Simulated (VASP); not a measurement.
# Pd (Im-3m) in VASP: notebook, part 2 of 2

VASP 6.6.1.

### Step 3. Single point, LDA

This run uses another cell than the first one, of 14.25 Å³/atom, 0.916 times its volume.

INCAR reads:

```
PREC = Accurate
ENCUT = 520
EDIFF = 1E-6
ISMEAR = -1
SIGMA = 0.05
LREAL = F
LASPH = T
NELM = 60
ALGO = Normal
ISIF = 2
LWAVE = F
LCHARG = T
LELF = T
LVHAR = T
NBANDS = 11
```

KPOINTS reads:

```
Automatic mesh
0
Gamma
  12 12 12
```

POSCAR reads:

```
Pd
1.0
   -1.5272344903      1.5272344903      1.5272344903
    1.5272344903     -1.5272344903      1.5272344903
    1.5272344903      1.5272344903     -1.5272344903
Pd
1
Direct
    0.0000000000      0.0000000000      0.0000000000
```

Potentials or basis: VASP PAW LDA potentials, release 64 (Pd).

On the command line:

```sh
$ cat potpaw_LDA.64/Pd/POTCAR > POTCAR
$ mpirun -np 1 vasp_std > vasp.out
```

OUTCAR:

```text
PREC = Accurate
   ENCUT = 520
   EDIFF = 1E-6
   ISMEAR = -1
   LREAL = F
   LASPH = T
   NELM = 60
   ISIF = 2

 ion  position               nearest neighbor table
   1  0.000  0.000  0.000-

  LATTYP: Found a body centered cubic cell.
 ALAT       =     3.0544689806

  Lattice vectors:

 A1 = (  -1.5272344903,   1.5272344903,   1.5272344903)
 A2 = (   1.5272344903,  -1.5272344903,   1.5272344903)
 A3 = (   1.5272344903,   1.5272344903,  -1.5272344903)

Analysis of symmetry for initial positions (statically):
=====================================================================
 Subroutine PRICEL returns:
 Original cell was already a primitive cell.

 Routine SETGRP: Setting up the symmetry group for a
 body centered cubic supercell.

 Subroutine GETGRP returns: Found 48 space group operations
[... 9 lines left out ...]

 Routine SETGRP: Setting up the symmetry group for a
 body centered cubic supercell.

 Subroutine GETGRP returns: Found 48 space group operations
[... 11 lines left out ...]
                                     Primitive cell

  volume of cell :      14.2488

[... 133 lines left out ...]
  energy without entropy =       -6.43673732  energy(sigma->0) =       -6.44112355

 E-fermi :  10.1571     XC(G=0): -13.7258

 val. band max:       10.1508384954   @ k =  -0.4167   0.4167   0.3333
 cond. band min:      10.1649351648   @ k =  -0.4167   0.4167   0.4167
 fundamental gap:      0.0140966694
 Fermi energy:        10.1570795697

 k-point     1 :       0.0000    0.0000    0.0000
  band No.  band energies     occupation
      1       2.6930      2.00000
      2       7.0286      2.00000
      3       7.0286      2.00000
      4       7.0286      2.00000
      5       9.1817      2.00000
      6       9.1817      2.00000
      7      29.5714      0.00000
      8      29.5714      0.00000
      9      29.5714      0.00000
     10      35.9744      0.00000
     11      38.6339      0.00000
[... 309 lines left out ...]
 k-point    24 :       0.4167    0.0833    0.0833
  band No.  band energies     occupation
      1       4.9474      2.00000
      2       5.7498      2.00000
      3       8.9674      2.00000
      4       9.1914      2.00000
      5       9.4587      2.00000
      6      13.8140      0.00000
      7      18.3250      0.00000
      8      24.8053      0.00000
      9      25.9350      0.00000
     10      35.2458      0.00000
     11      35.9620      0.00000

 [... further k-points ...]
[... 5 lines left out ...]
  --------------------------------------------------------------------------------------
  -------------------------------------------------------------------------------------
  Total        0.0216028      0.0216028      0.0216028      0.0000000     -0.0000000      0.0000000
  in kB        2.4290918      2.4290918      2.4290918      0.0000000     -0.0000000      0.0000000
  external PRESSURE =       2.4290918 kB  Pullay stress =       0.0000000 kB

 VOLUME and BASIS-vectors are now :
 -----------------------------------------------------------------------------
  energy-cutoff  :      520.00
  volume of cell :       14.25
      direct lattice vectors                 reciprocal lattice vectors
    -1.527234490  1.527234490  1.527234490     0.000000000  0.327389149  0.327389149
     1.527234490 -1.527234490  1.527234490     0.327389149  0.000000000  0.327389149
     1.527234490  1.527234490 -1.527234490     0.327389149  0.327389149  0.000000000

 POSITION                                       TOTAL-FORCE (eV/Angst)
 -----------------------------------------------------------------------------------
      0.00000      0.00000      0.00000        -0.000000     -0.000000      0.000000
 -----------------------------------------------------------------------------------
    total drift:                                0.000000     -0.000000      0.000000

  FREE ENERGIE OF THE ION-ELECTRON SYSTEM (eV)
  ---------------------------------------------------
  free  energy   TOTEN  =        -6.4455097884 eV

  energy  without entropy=       -6.4367373160  energy(sigma->0) =       -6.44112355
```

OSZICAR:

```text
N       E                     dE             d eps       ncg     rms          rms(c)
DAV:   1     0.432995040458E+02    0.43300E+02   -0.51676E+03  1584   0.859E+02
DAV:   2    -0.621989071060E+01   -0.49519E+02   -0.47703E+02  1767   0.188E+02
DAV:   3    -0.677705309186E+01   -0.55716E+00   -0.55640E+00  1900   0.214E+01
DAV:   4    -0.677927515856E+01   -0.22221E-02   -0.22217E-02  1907   0.140E+00
DAV:   5    -0.677929651326E+01   -0.21355E-04   -0.21354E-04  2049   0.127E-01    0.883E+00
DAV:   6    -0.646552474392E+01    0.31377E+00   -0.11886E+00  1950   0.897E+00    0.422E+00
DAV:   7    -0.645092360144E+01    0.14601E-01   -0.22049E-02  2029   0.987E-01    0.216E+00
DAV:   8    -0.644551176212E+01    0.54118E-02   -0.16476E-03  1991   0.393E-01    0.746E-02
DAV:   9    -0.644550552674E+01    0.62354E-05   -0.59166E-05  2139   0.671E-02    0.131E-02
DAV:  10    -0.644550985304E+01   -0.43263E-05   -0.17208E-06  1984   0.100E-02    0.562E-03
DAV:  11    -0.644550978836E+01    0.64676E-07   -0.56622E-08  1338   0.164E-03
   1 F= -.64455098E+01 E0= -.64411236E+01  d E =-.877247E-02
```

Wall time 5.4 s (1 thread of Intel Xeon Platinum 8488C (Sapphire Rapids), shared host); peak memory 0.12 GiB.

What came out:

```yaml
Free_energy: -6.4455 eV
Pressure: 0.2 GPa
Band_gap_on_the_k_mesh: zero (band 5 reaches 10.85 eV, above the bottom of band 6 at 9.05 eV)
```

### Step 4. Single point, PBEsol

This run uses another cell than the first one, of 14.66 Å³/atom, 0.943 times its volume.

INCAR reads:

```
PREC = Accurate
ENCUT = 520
EDIFF = 1E-7
ISMEAR = -1
SIGMA = 0.05
LREAL = F
LASPH = T
NELM = 60
ALGO = Normal
ISIF = 2
LWAVE = F
LCHARG = F
GGA = PS
NBANDS = 11
```

KPOINTS reads:

```
regular mesh
0
Gamma
  12 12 12
```

POSCAR reads:

```
Pd
1.0
   -1.5417510779      1.5417510779      1.5417510779
    1.5417510779     -1.5417510779      1.5417510779
    1.5417510779      1.5417510779     -1.5417510779
Pd
1
Direct
    0.0000000000      0.0000000000      0.0000000000
```

Potentials or basis: VASP PAW PBE potentials, release 64 (Pd).

On the command line:

```sh
$ cat potpaw_PBE.64/Pd/POTCAR > POTCAR
$ mpirun -np 1 vasp_std > vasp.out
```

Run time: 6.1 s. Hardware: 1 thread of Intel Xeon Platinum 8488C (Sapphire Rapids), shared host; peak memory 0.13 GiB.

It converged, with:

```
Free energy            : -5.9152 eV
Pressure               : -0.4 GPa
Band gap on the k mesh : zero (band 5 reaches 10.35 eV, above the bottom of band 6 at 8.64 eV)
```

Levels at points of the mesh, in eV from the Fermi level:
| k point | band 3 | band 4 | band 5 | band 6 | band 7 | band 8 |
| --- | --- | --- | --- | --- | --- | --- |
| (0.00, 0.00, 0.00) | -2.98 | -2.98 | -0.94 | -0.94 | 19.37 | 19.37 |
| (0.50, 0.00, 0.00) | -1.01 | -0.69 | 0.65 | 1.33 | 8.00 | 15.13 |
| (0.50, 0.50, 0.50) | 0.26 | 0.26 | 0.26 | 9.21 | 9.21 | 9.21 |

Caveat: the PAW data sets were made with another functional, which shifts forces and pressure a little.

### Step 5. Single point, PBE

This run uses another cell than the first one, of 15.44 Å³/atom, 0.993 times its volume.

INCAR reads:

```
PREC = Accurate ; ENCUT = 520
EDIFF = 1E-6 ; ISMEAR = -1
SIGMA = 0.05 ; LREAL = False
LASPH = True ; NELM = 80
ALGO = Normal ; ISIF = 2
LWAVE = False ; LCHARG = False
GGA = PE ; NBANDS = 11
```

KPOINTS is that of step 4.

POSCAR reads:

```
Pd
1.0
   -1.5686900302      1.5686900302      1.5686900302
    1.5686900302     -1.5686900302      1.5686900302
    1.5686900302      1.5686900302     -1.5686900302
Pd
1
Direct
    0.0000000000      0.0000000000      0.0000000000
```

On the command line:

```sh
$ cat potpaw_PBE.64/Pd/POTCAR > POTCAR
$ mpirun -np 1 vasp_std > vasp.out
```

Wall time 5.5 s (1 thread of Intel Xeon Platinum 8488C (Sapphire Rapids), shared host); peak memory 0.13 GiB.

The run converged. Its results:

```
Free energy            : -5.1811 eV
Pressure               : -0.3 GPa
Band gap on the k mesh : zero (band 5 reaches 9.59 eV, above the bottom of band 6 at 8.02 eV)
```

Levels at points of the mesh, in eV from the Fermi level:
```
           k point  band 2  band 3  band 4  band 5  band 6  band 7  band 8  band 9
(0.00, 0.00, 0.00)   -2.74   -2.74   -2.74   -0.88   -0.88   19.31   19.31   19.31
(0.50, 0.00, 0.00)   -3.86   -0.95   -0.66    0.57    1.51    7.60   15.06   17.45
(0.50, 0.50, 0.50)   -4.86    0.21    0.21    0.21    9.10    9.10    9.10   17.04
```

### Step 6. Overview

| level | potentials or basis | cell | smearing | gap on the mesh (eV) | pressure (GPa) |
| --- | --- | --- | --- | --- | --- |
| PBE | VASP PAW PBE potentials, release 64 (Pd) | a = 2.723 Å, angles 109.5°, 1 atom | gaussian 0.023 eV | none | -1.5 |
| LDA | VASP PAW LDA potentials, release 64 (Pd) | a = 2.645 Å, angles 109.5°, 1 atom | fermi-dirac 0.05 eV | none | 0.2 |
| PBEsol | VASP PAW PBE potentials, release 64 (Pd) | a = 2.670 Å, angles 109.5°, 1 atom | fermi-dirac 0.05 eV | none | -0.4 |
| PBE | VASP PAW PBE potentials, release 64 (Pd) | a = 2.717 Å, angles 109.5°, 1 atom | fermi-dirac 0.05 eV | none | -0.3 |

Alike in all rows: task single point; no spin polarisation; k mesh 12 × 12 × 12; cutoff (eV) 520.

Caveats: the PAW data sets were made with another functional, which shifts forces and pressure a little (some runs).

Total energies depend on the potentials used, so only differences within one code and one set of settings carry meaning.
